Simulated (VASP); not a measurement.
# LaY4F (P4/mmm) in VASP: notebook

The runs below take LaY4F through single point, with PBE.

Everything below comes from runs of VASP 6.6.1. Logs are shortened: lines on timing, memory, paths and dates and some standing lists are left out, and cuts for length are marked.

### 1 The cell of the first run

The structure is tetragonal, space group P4/mmm (No. 123). The conventional cell has a = 4.985 Å, b = 4.985 Å, c = 7.347 Å, α = 90.00°, β = 90.00°, γ = 90.00°. La (site symmetry 4/mmm) has 8 Y at 3.17 Å within 4.2 Å. Y (site symmetry 2mm) has 2 F at 3.03 Å and 2 La at 3.17 Å and 6 Y at 3.44 to 3.91 Å within 4.0 Å. F (site symmetry 4/mmm) has 8 Y at 3.03 Å within 4.0 Å.

The cell was built from a structure type or drawn by symmetry, and may not be a known phase.

### 2 Single point, PBE

File INCAR:

```
PREC = Accurate
ENCUT = 520
EDIFF = 1E-6
ISMEAR = 0
SIGMA = 0.1
LREAL = F
LASPH = T
NELM = 80
ALGO = Normal
ISIF = 2
LWAVE = F
LCHARG = T
GGA = PE
LELF = T
LVHAR = T
NBANDS = 40
```

File KPOINTS:

```
regular mesh
0
Gamma
  4 4 4
```

File POSCAR:

```
LaY4F
1.0
    4.9851688092      0.0000000000      0.0000000000
    0.0000000000      4.9851688092      0.0000000000
    0.0000000000      0.0000000000      7.3470330727
La Y F
1 4 1
Direct
    0.0000000000      0.0000000000      0.0000000000
    0.5000000000      0.0000000000      0.7340436526
    0.0000000000      0.5000000000      0.2659563474
    0.5000000000      0.0000000000      0.2659563474
    0.0000000000      0.5000000000      0.7340436526
    0.5000000000      0.5000000000      0.5000000000
```

Potentials or basis: VASP PAW PBE potentials, release 64 (La, Y_sv, F).

Command:

```sh
cat potpaw_PBE.64/La/POTCAR potpaw_PBE.64/Y_sv/POTCAR potpaw_PBE.64/F/POTCAR > POTCAR
mpirun -np 1 vasp_std > vasp.out
```

OUTCAR:

```text
PREC = Accurate
   ENCUT = 520
   EDIFF = 1E-6
   ISMEAR = 0
   LREAL = F
   LASPH = T
   NELM = 80
   ISIF = 2
   GGA = PE

 ion  position               nearest neighbor table
   1  0.000  0.000  0.000-   2 3.17   3 3.17   4 3.17   5 3.17   3 3.17   5 3.17   2 3.17   4 3.17

   2  0.500  0.000  0.734-   6 3.03   6 3.03   1 3.17   1 3.17   4 3.44   5 3.53   5 3.53   5 3.53
                             5 3.53   4 3.91
   3  0.000  0.500  0.266-   6 3.03   6 3.03   1 3.17   1 3.17   5 3.44   4 3.53   4 3.53   4 3.53
                             4 3.53   5 3.91
   4  0.500  0.000  0.266-   6 3.03   6 3.03   1 3.17   1 3.17   2 3.44   3 3.53   3 3.53   3 3.53
                             3 3.53   2 3.91
   5  0.000  0.500  0.734-   6 3.03   6 3.03   1 3.17   1 3.17   3 3.44   2 3.53   2 3.53   2 3.53
                             2 3.53   3 3.91
   6  0.500  0.500  0.500-   2 3.03   3 3.03   4 3.03   5 3.03   2 3.03   4 3.03   3 3.03   5 3.03

  LATTYP: Found a simple tetragonal cell.
 ALAT       =     4.9851688092
 C/A-ratio  =     1.4737781917

  Lattice vectors:

 A1 = (   4.9851688092,   0.0000000000,   0.0000000000)
 A2 = (   0.0000000000,   4.9851688092,   0.0000000000)
 A3 = (   0.0000000000,   0.0000000000,   7.3470330727)

Analysis of symmetry for initial positions (statically):
=====================================================================
 Subroutine PRICEL returns:
 Original cell was already a primitive cell.

 Routine SETGRP: Setting up the symmetry group for a
 simple tetragonal supercell.

 Subroutine GETGRP returns: Found 16 space group operations
 (whereof 16 operations were pure point group operations)
 out of a pool of 16 trial point group operations.

The static configuration has the point symmetry D_4h.

Analysis of symmetry for dynamics (positions and initial velocities):
=====================================================================
 Subroutine PRICEL returns:
 Original cell was already a primitive cell.

 Routine SETGRP: Setting up the symmetry group for a
 simple tetragonal supercell.

 Subroutine GETGRP returns: Found 16 space group operations
 (whereof 16 operations were pure point group operations)
 out of a pool of 16 trial point group operations.

The dynamic configuration has the point symmetry D_4h.

 Subroutine INISYM returns: Found 16 space group operations
 (whereof 16 operations are pure point group operations),
 and found     1 'primitive' translations

----------------------------------------------------------------------------------------

[... 98 lines left out ...]
   NFREE  =      0    steps in history (QN), initial steepest desc. (CG)
   ISIF   =      2    stress and relaxation
   ISYM   =      2    0-nonsym 1-usesym 2-fastsym
   POTIM  = 0.5000    time-step for ionic-motion
   TEBEG  =    0.0;   TEEND  =   0.0 temperature during run
   PSTRESS=    0.0 pullay stress
   NELECT =      62.0000    total number of electrons
   NUPDOWN=      -1.0000    fix difference up-down
   EMIN   =  10.00;   EMAX   =-10.00  energy-range for DOS
   EFERMI =   0.00;   METHOD = LEGACY
   ISMEAR =     0;   SIGMA  =   0.10  broadening in eV -4-tet -1-fermi 0-gaus
   EFERMI_NEDOS =   21; number of points for ismear=-14 and -15
   IALGO  =     38    algorithm
   IMIX   =      4    mixing-type and parameters
     AMIX     =   0.40;   BMIX     =  1.00
     AMIX_MAG =   1.60;   BMIX_MAG =  1.00
  volume/ion in A,a.u.               =      30.43       205.36
  Fermi-wavevector in a.u.,A,eV,Ry     =   1.142128  2.158309 17.748209  1.304457
  Thomas-Fermi vector in A             =   2.278827
   LORBIT       =      0    0 simple, 1 ext, 2 COOP (PROOUT), +10 PAW based schemes
   GGA     = PE    functional components
   LHFCALC =     F    Hartree Fock is set to
   AEXX    =    0.0000 exact exchange contribution
   IVDW    =     0    specifies the selected vdW correction
   LEPSILON=     F    determine dielectric tensor
   LRPA    =     F    only Hartree local field effects (RPA)
 non-spin polarized calculation
 Gauss-broadening in eV      SIGMA  =   0.10
  energy-cutoff  :      520.00
  volume of cell :      182.59
 maximum number of plane-waves:      4942
 NGX is ok and might be reduce to    40
   NGX = 19   NGY = 19   NGZ = 27

 number of electron      61.9999993 magnetization

 Free energy of the ion-electron system (eV)
  ---------------------------------------------------
  ext. energy  EPLUGINS =         0.00000000
  ---------------------------------------------------
  free energy    TOTEN  =       -32.59939202 eV

  energy without entropy =      -32.57931414  energy(sigma->0) =      -32.58935308

 E-fermi :   3.7570     XC(G=0):  -9.2442

 val. band max:        3.7404688140   @ k =   0.5000   0.0000   0.0000
 cond. band min:       3.8066837827   @ k =   0.0000   0.0000   0.2500
 fundamental gap:      0.0662149687
 Fermi energy:         3.7569727911

 k-point     1 :       0.0000    0.0000    0.0000
  band No.  band energies     occupation
      1     -39.2744      2.00000
      2     -39.2511      2.00000
      3     -39.2195      2.00000
      4     -39.1982      2.00000
      5     -28.1992      2.00000
      6     -20.4334      2.00000
[... 763 lines left out ...]
     39       5.6716      0.00000
     40       5.6727      0.00000

------------------------ aborting loop because EDIFF is reached ----------------------------------------

  FORCE on cell =-STRESS in cart. coord.  units (eV):
  Direction    XX          YY          ZZ          XY          YZ          ZX
  --------------------------------------------------------------------------------------
  -------------------------------------------------------------------------------------
  Total        0.0863539      0.0863539     -0.0640376      0.0000000      0.0000000     -0.0000000
  in kB        0.7577412      0.7577412     -0.5619189      0.0000000      0.0000000     -0.0000000
  external PRESSURE =       0.3178545 kB  Pullay stress =       0.0000000 kB

 VOLUME and BASIS-vectors are now :
 -----------------------------------------------------------------------------
  energy-cutoff  :      520.00
  volume of cell :      182.59
      direct lattice vectors                 reciprocal lattice vectors
     4.985168809  0.000000000  0.000000000     0.200595013  0.000000000  0.000000000
     0.000000000  4.985168809  0.000000000     0.000000000  0.200595013  0.000000000
     0.000000000  0.000000000  7.347033073     0.000000000  0.000000000  0.136109364

 POSITION                                       TOTAL-FORCE (eV/Angst)
 -----------------------------------------------------------------------------------
      0.00000      0.00000      0.00000         0.000000     -0.000000      0.000000
      2.49258      0.00000      5.39304         0.000000     -0.000000     -0.042055
      0.00000      2.49258      1.95399         0.000000      0.000000      0.042055
      2.49258      0.00000      1.95399        -0.000000      0.000000      0.042055
      0.00000      2.49258      5.39304        -0.000000     -0.000000     -0.042055
      2.49258      2.49258      3.67352         0.000000     -0.000000      0.000000
 -----------------------------------------------------------------------------------
    total drift:                                0.000000      0.000000      0.000000

  FREE ENERGIE OF THE ION-ELECTRON SYSTEM (eV)
  ---------------------------------------------------
  free  energy   TOTEN  =       -32.5993920235 eV

  energy  without entropy=      -32.5793141415  energy(sigma->0) =      -32.58935308
```

Wall time 6.1 min (1 thread of Intel Xeon 8259CL, shared host); peak memory 0.37 GiB.

What came out:

```
Free energy            : -32.5994 eV
Pressure               : 0.0 GPa
Largest force          : 0.042 eV/Å
Band gap on the k mesh : zero (bands 31 and 32 overlap by 0.51 eV)
```

Forces in eV/Å, atoms in the order of the input:
```
La   0.000  0.000  0.000
Y    0.000  0.000 -0.042
Y    0.000  0.000  0.042
Y    0.000  0.000  0.042
Y    0.000  0.000 -0.042
F    0.000  0.000  0.000
```

Caveat: spin-orbit coupling is left out, which moves the levels of the heavy elements.

### 3 Single point, PBE

This run uses another cell than the first one, of 20.14 Å³/atom.

File INCAR:

```
SYSTEM = LaY4F
PREC = Accurate
ENCUT = 520
EDIFF = 1E-7
ISMEAR = 0
SIGMA = 0.1
LREAL = .FALSE.
LASPH = .TRUE.
NELM = 100
ALGO = Normal
ISIF = 2
LWAVE = .FALSE.
LCHARG = .FALSE.
GGA = PE
NBANDS = 40
```

File KPOINTS:

```
Automatic mesh
0
G
  4 4 4
  0 0 0
```

File POSCAR:

```
LaY4F
1.0
    4.4031759100      0.0000000000      0.0000000000
    0.0000000000      4.4031759100      0.0000000000
    0.0000000000      0.0000000000      6.2332563900
La Y F
1 4 1
Direct
    0.0000000000      0.0000000000      0.0000000000
    0.5000000000      0.0000000000      0.7464669900
    0.0000000000      0.5000000000      0.2535330100
    0.5000000000      0.0000000000      0.2535330100
    0.0000000000      0.5000000000      0.7464669900
    0.5000000000      0.5000000000      0.5000000000
```

Potentials or basis: VASP PAW PBE potentials, release 64 (La, Y_sv, F).

Command:

```sh
cat potpaw_PBE.64/La/POTCAR potpaw_PBE.64/Y_sv/POTCAR potpaw_PBE.64/F/POTCAR > POTCAR
mpirun -np 1 vasp_std > vasp.out
```

Wall time 5 min (1 thread of Intel Xeon 8259CL, shared host); peak memory 0.3 GiB.

It converged, with:

- Free energy: -28.8314 eV
- Pressure: 26.0 GPa
- Largest force: 1.521 eV/Å
- Band gap on the k mesh: zero (bands 31 and 32 overlap by 0.67 eV)

Forces in eV/Å, atoms in the order of the input:
```
La   0.000  0.000  0.000
Y    0.000  0.000 -1.521
Y    0.000  0.000  1.521
Y    0.000  0.000  1.521
Y    0.000  0.000 -1.521
F    0.000  0.000  0.000
```

Stress tensor (GPa, compression positive):
```
25.71  0.00  0.00
 0.00 25.71  0.00
 0.00  0.00 26.57
```

Levels at points of the mesh, in eV from the Fermi level:
```csv
k point,band 27,band 28,band 29,band 30,band 31,band 32,band 33,band 34,band 35,band 36
"(0.00, 0.00, 0.00)",-2.32,-1.52,-1.34,-0.90,0.15,0.66,0.66,0.97,0.97,1.16
"(0.50, 0.00, 0.00)",-1.58,-1.41,-0.74,-0.31,0.13,0.42,0.85,1.12,1.18,1.18
"(0.50, 0.50, 0.00)",-1.70,-1.70,-0.93,-0.93,0.15,0.27,0.27,1.59,2.01,2.01
"(0.00, 0.00, 0.50)",-1.85,-1.79,-1.29,-0.78,-0.20,-0.12,-0.12,1.12,1.13,1.43
"(0.50, 0.00, 0.50)",-1.34,-1.23,-0.59,-0.26,-0.14,0.74,0.88,0.98,1.07,1.07
"(0.50, 0.50, 0.50)",-1.86,-1.80,-0.47,-0.47,-0.03,0.50,0.67,1.06,1.06,1.81
```

Caveat: the cell stands under pressure; spin-orbit coupling is left out, which moves the levels of the heavy elements; forces of over 1 eV/Å act on the atoms, so gaps and moduli don't describe the material at rest.
